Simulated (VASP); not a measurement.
Input of a VASP 6.6.1 run:

Contents of POSCAR:

```
SiC
1.0
    0.0000000000      1.8991639303      2.8487458955
    1.8991639303      0.0000000000      2.8487458955
    1.8991639303      1.8991639303      0.0000000000
Si C
1 1
Direct
    0.0000000000      0.0000000000      0.0000000000
    0.7500000000      0.7500000000      0.7500000000
```

The input INCAR.step1:

```
  ALGO = Normal
  EDIFF = 1E-4
  ENCUT = 520
  GGA = PE
  ISMEAR = 0
  LASPH = True
  LCHARG = False
  LREAL = False
  LWAVE = True
  NBANDS = 11
  NELM = 80
  PREC = Accurate
  SIGMA = 0.05
```

The input INCAR.step2:

```
  ALGO = Normal
  EDIFF = 1E-7
  ENCUT = 520
  ISIF = 2
  ISMEAR = 0
  ISTART = 1
  LASPH = True
  LCHARG = True
  LELF = True
  LMIXTAU = True
  LREAL = False
  LVHAR = True
  LWAVE = False
  METAGGA = R2SCAN
  NBANDS = 11
  NELM = 80
  PREC = Accurate
  SIGMA = 0.05
```

KPOINTS

```
k-points
0
Gamma
  12 12 12
```

Potentials or basis: VASP PAW PBE potentials, release 64 (Si, C).

Run with:

```console
$ cat potpaw_PBE.64/Si/POTCAR potpaw_PBE.64/C/POTCAR > POTCAR
$ cp INCAR.step1 INCAR
$ mpirun -np 1 vasp_std > vasp.out
$ cp INCAR.step2 INCAR
$ mpirun -np 1 vasp_std > vasp.out
```

Predict the band gap on the k mesh.

zero (bands 4 and 5 overlap by 1.45 eV).

What does it give for the pressure?

-0.3 GPa.

Stress tensor (GPa, compression positive):
```
 47.57   0.00   0.00
  0.00  47.57   0.00
  0.00   0.00 -95.91
```

Caveat: the stress differs along the axes, from -96 to 48 GPa; the PAW data sets were made with another functional, which shifts forces and pressure a little.
